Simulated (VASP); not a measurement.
# Ge (Im-3m) in VASP: relaxation of cell and atoms with PBE

Aim: the relaxation of cell and atoms of Ge with PBE.

All numbers are computed with VASP 6.6.1; they aren't measurements. Logs are shortened: lines on timing, memory, paths and dates and some standing lists are left out, and cuts for length are marked.

### 1 The cell of the first run

It takes space group Im-3m (No. 229, cubic). The conventional cell has a = 3.362 Å, b = 3.362 Å, c = 3.362 Å, α = 90.00°, β = 90.00°, γ = 90.00°. Ge (site symmetry m-3m) has 14 Ge at 2.91 to 3.36 Å within 3.8 Å.

This isn't the form of Ge at room conditions, which is diamond.

### 2 Relaxation of cell and atoms, PBE

File INCAR:

```
SYSTEM = Ge
PREC = Accurate
ENCUT = 600
EDIFF = 1E-6
ISMEAR = -1
SIGMA = 0.05
LREAL = .False.
LASPH = .True.
NELM = 100
ALGO = Normal
ISIF = 3
LWAVE = .False.
LCHARG = .False.
GGA = PE
IBRION = 2
NSW = 60
EDIFFG = -0.005
```

File KPOINTS:

```
Automatic mesh
0
Gamma
  19 19 19
  0 0 0
```

File POSCAR:

```
Ge
1.0
   -1.6809877034      1.6809877034      1.6809877034
    1.6809877034     -1.6809877034      1.6809877034
    1.6809877034      1.6809877034     -1.6809877034
Ge
1
Direct
    0.0000000000      0.0000000000      0.0000000000
```

Potentials or basis: VASP PAW PBE potentials, release 64 (Ge_d).

Started as:

```bash
cat potpaw_PBE.64/Ge_d/POTCAR > POTCAR
mpirun -np 1 vasp_std > vasp.out
```

OUTCAR:

```text
SYSTEM = Ge
   PREC = Accurate
   ENCUT = 600
   EDIFF = 1E-6
   ISMEAR = -1
   LREAL = .False.
   LASPH = .True.
   NELM = 100
   ISIF = 3
   GGA = PE
   IBRION = 2
   NSW = 60
   EDIFFG = -0.005

 ion  position               nearest neighbor table
   1  0.000  0.000  0.000-

  LATTYP: Found a body centered cubic cell.
 ALAT       =     3.3619754068

  Lattice vectors:

 A1 = (  -1.6809877034,   1.6809877034,   1.6809877034)
 A2 = (   1.6809877034,  -1.6809877034,   1.6809877034)
 A3 = (   1.6809877034,   1.6809877034,  -1.6809877034)

Analysis of symmetry for initial positions (statically):
=====================================================================
 Subroutine PRICEL returns:
 Original cell was already a primitive cell.

 Routine SETGRP: Setting up the symmetry group for a
 body centered cubic supercell.

 Subroutine GETGRP returns: Found 48 space group operations
 (whereof 48 operations were pure point group operations)
 out of a pool of 48 trial point group operations.

The static configuration has the point symmetry O_h .

Analysis of symmetry for dynamics (positions and initial velocities):
=====================================================================
 Subroutine PRICEL returns:
 Original cell was already a primitive cell.

 Routine SETGRP: Setting up the symmetry group for a
 body centered cubic supercell.

 Subroutine GETGRP returns: Found 48 space group operations
 (whereof 48 operations were pure point group operations)
 out of a pool of 48 trial point group operations.

The dynamic configuration has the point symmetry O_h .

 Subroutine INISYM returns: Found 48 space group operations
 (whereof 48 operations are pure point group operations),
 and found     1 'primitive' translations

----------------------------------------------------------------------------------------

                                     Primitive cell

  volume of cell :      19.0000

  direct lattice vectors                    reciprocal lattice vectors
    -1.680987703  1.680987703  1.680987703     0.000000000  0.297444175  0.297444175
     1.680987703 -1.680987703  1.680987703     0.297444175  0.000000000  0.297444175
     1.680987703  1.680987703 -1.680987703     0.297444175  0.297444175  0.000000000

  length of vectors
     2.911556109  2.911556109  2.911556109     0.420649586  0.420649586  0.420649586

  position of ions in fractional coordinates (direct lattice)
     0.000000000  0.000000000  0.000000000

  ion indices of the primitive-cell ions
   primitive index   ion index
[... 94 lines left out ...]
  volume/ion in A,a.u.               =      19.00       128.22
  Fermi-wavevector in a.u.,A,eV,Ry     =   1.478653  2.794249 29.747983  2.186415
  Thomas-Fermi vector in A             =   2.592908
   LORBIT       =      0    0 simple, 1 ext, 2 COOP (PROOUT), +10 PAW based schemes
   GGA     = PE    functional components
   LHFCALC =     F    Hartree Fock is set to
   AEXX    =    0.0000 exact exchange contribution
   IVDW    =     0    specifies the selected vdW correction
   LEPSILON=     F    determine dielectric tensor
   LRPA    =     F    only Hartree local field effects (RPA)
 conjugate gradient relaxation of ions
 non-spin polarized calculation
  energy-cutoff  :      600.00
  volume of cell :       19.00
 maximum number of plane-waves:       650
   NGX = 11   NGY = 11   NGZ = 11

--------------------------------------- Ionic step        1  -------------------------------------------

 number of electron      14.0000001 magnetization

 Free energy of the ion-electron system (eV)
  ---------------------------------------------------
  ext. energy  EPLUGINS =         0.00000000
  ---------------------------------------------------
  free energy    TOTEN  =        -4.18277347 eV

  energy without entropy =       -4.17915873  energy(sigma->0) =       -4.18096610

------------------------ aborting loop because EDIFF is reached ----------------------------------------

  FORCE on cell =-STRESS in cart. coord.  units (eV):
  Direction    XX          YY          ZZ          XY          YZ          ZX
  --------------------------------------------------------------------------------------
  -------------------------------------------------------------------------------------
  Total        0.0977039      0.0977039      0.0977039      0.0000000     -0.0000000      0.0000000
  in kB        8.2388893      8.2388893      8.2388893      0.0000000     -0.0000000      0.0000000
  external PRESSURE =       8.2388893 kB  Pullay stress =       0.0000000 kB
[... 232 lines left out ...]
--------------------------------------- Ionic step        8  -------------------------------------------

 number of electron      13.9999994 magnetization

 Free energy of the ion-electron system (eV)
  ---------------------------------------------------
  ext. energy  EPLUGINS =         0.00000000
  ---------------------------------------------------
  free energy    TOTEN  =        -4.18355620 eV

  energy without entropy =       -4.17986393  energy(sigma->0) =       -4.18171006

 E-fermi :   6.5400     XC(G=0): -11.1959

 val. band max:        6.5299308930   @ k =  -0.3158   0.3158   0.1579
 cond. band min:       6.5514141626   @ k =  -0.2632   0.3684   0.1579
 fundamental gap:      0.0214832695
 Fermi energy:         6.5399940830

 k-point     1 :       0.0000    0.0000    0.0000
  band No.  band energies     occupation
      1     -18.1932      2.00000
      2     -18.1932      2.00000
      3     -18.1932      2.00000
      4     -18.1123      2.00000
      5     -18.1123      2.00000
      6      -6.4256      2.00000
      7      15.4990      0.00000
      8      15.4990      0.00000
      9      15.4990      0.00000
     10      21.3439      0.00000
     11      21.3439      0.00000
[... 309 lines left out ...]
 k-point    24 :       0.3158    0.1053    0.0000
  band No.  band energies     occupation
      1     -18.2112      2.00000
      2     -18.1789      2.00000
      3     -18.1224      2.00000
      4     -18.1164      2.00000
      5     -18.0871      2.00000
      6      -2.7396      2.00000
      7       4.4598      2.00000
      8       9.7774      0.00000
      9      12.5214      0.00000
     10      17.0135      0.00000
     11      18.9318      0.00000

 [... further k-points ...]

------------------------ aborting loop because EDIFF is reached ----------------------------------------

  FORCE on cell =-STRESS in cart. coord.  units (eV):
  Direction    XX          YY          ZZ          XY          YZ          ZX
  --------------------------------------------------------------------------------------
  -------------------------------------------------------------------------------------
  Total        0.0049093      0.0049093      0.0049093     -0.0000000     -0.0000000     -0.0000000
  in kB        0.4081269      0.4081269      0.4081269     -0.0000000     -0.0000000     -0.0000000
  external PRESSURE =       0.4081269 kB  Pullay stress =       0.0000000 kB
[... 16 lines left out ...]
  FREE ENERGIE OF THE ION-ELECTRON SYSTEM (eV)
  ---------------------------------------------------
  free  energy   TOTEN  =        -4.1835561984 eV

  energy  without entropy=       -4.1798639312  energy(sigma->0) =       -4.18171006

 reached required accuracy - stopping structural energy minimisation
```

OSZICAR:

```text
N       E                     dE             d eps       ncg     rms          rms(c)
DAV:   1     0.563331168097E+02    0.56333E+02   -0.83583E+03  5003   0.383E+03
DAV:   2     0.286403547771E+00   -0.56047E+02   -0.54203E+02  5011   0.414E+02
DAV:   3    -0.412973906511E+01   -0.44161E+01   -0.43859E+01  5483   0.728E+01
DAV:   4    -0.419528800389E+01   -0.65549E-01   -0.65534E-01  5335   0.987E+00
[... 47 lines left out ...]
       N       E                     dE             d eps       ncg     rms          rms(c)
DAV:   1    -0.418356902974E+01   -0.12460E-04   -0.16018E-04  5485   0.323E-01    0.209E-02
DAV:   2    -0.418355964024E+01    0.93895E-05   -0.10734E-05  5467   0.856E-02    0.104E-02
DAV:   3    -0.418355660204E+01    0.30382E-05   -0.42242E-06  4648   0.461E-02    0.214E-03
DAV:   4    -0.418355619845E+01    0.40360E-06   -0.33946E-07  2594   0.151E-02
   8 F= -.41835562E+01 E0= -.41817101E+01  d E =-.111074E-06
```

CONTCAR:

```text
Ge
   1.00000000000000
    -1.6889765243765700    1.6889765243765700    1.6889765243765700
     1.6889765243765700   -1.6889765243765700    1.6889765243765700
     1.6889765243765700    1.6889765243765700   -1.6889765243765700
  Ge
     1
Direct
     0.0000000000000000    0.0000000000000000    0.0000000000000000

  0.00000000E+00  0.00000000E+00  0.00000000E+00
```

Run time: 3.1 min. Hardware: 1 thread of Intel Xeon 8259CL, shared host; peak memory 0.19 GiB.

Results:

| Item | Value |
| --- | --- |
| Free energy | -4.1836 eV |
| Relaxed volume | 19.27 Å³/atom |
| Relaxed cell | a = 2.925 Å, b = 2.925 Å, c = 2.925 Å, α = 109.47°, β = 109.47°, γ = 109.47° |
| Space group after relaxing (to 0.1 Å) | Im-3m (No. 229) |
| Energy gained by relaxing | 0.8 meV/atom |
| Ionic steps | 8 |
| Pressure after relaxing | 0.0 GPa |
| Band gap on the k mesh | zero (bands 7 and 8 overlap by 11.81 eV) |

The path:
```csv
step,energy change (eV),largest force (eV/Å),pressure (GPa),volume (Å³)
1,0.0000,0.0000,0.82,19.00
2,-0.0008,0.0000,0.09,19.27
3,-0.0008,0.0000,-0.08,19.30
4,-0.0008,0.0000,-0.11,19.28
5,-0.0008,0.0000,-0.06,19.28
6,-0.0008,0.0000,0.05,19.26
7,-0.0008,0.0000,0.07,19.27
8,-0.0008,0.0000,0.04,19.27
```

Final structure:
```yaml
crystal:
  lattice:
    - [-1.68898, 1.68898, 1.68898]
    - [1.68898, -1.68898, 1.68898]
    - [1.68898, 1.68898, -1.68898]
  atoms:
    - { symbol: Ge, position: [0.00000, 0.00000, 0.00000] }
```

The gap in the log of VASP goes by the Fermi energy; the results here count the filled bands.